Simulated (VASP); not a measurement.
Runs of VASP 6.6.1 on Tl. The structure is that of space group P6/mmm (No. 191), or close to it. The cells are those of the table. 

```tsv
task	cell	k mesh	smearing	k mesh for the DOS	occupations for the DOS	gap on the mesh (eV)
single point	a = 5.599, b = 5.599, c = 14.000 Å, angles 90.0, 90.0, 120.0°, 2 atoms	6 × 6 × 1	gaussian 0.1 eV	-	-	0.22
single point	a = 5.262, b = 5.262, c = 23.800 Å, angles 90.0, 90.0, 120.0°, 2 atoms	12 × 12 × 1	gaussian 0.01 eV	-	-	0.10
single point	a = 5.262, b = 5.262, c = 23.800 Å, angles 90.0, 90.0, 120.0°, 2 atoms	6 × 6 × 1	gaussian 0.1 eV	-	-	(a)
single point	a = 5.264, b = 5.264, c = 23.800 Å, angles 90.0, 90.0, 120.0°, 2 atoms	12 × 12 × 1	gaussian 0.01 eV	-	-	0.10
```

Alike in all rows: level PBE; potentials or basis VASP PAW PBE potentials, release 64 (Tl_d); no spin polarisation; cutoff (eV) 520.

Question: Estimate the missing entries.

Answer: (a) 0.08.

Caveats: spin-orbit coupling is left out, which moves the levels of the heavy elements.

A k mesh can miss the band edges, and the runs leave out spin-orbit coupling on Tl.
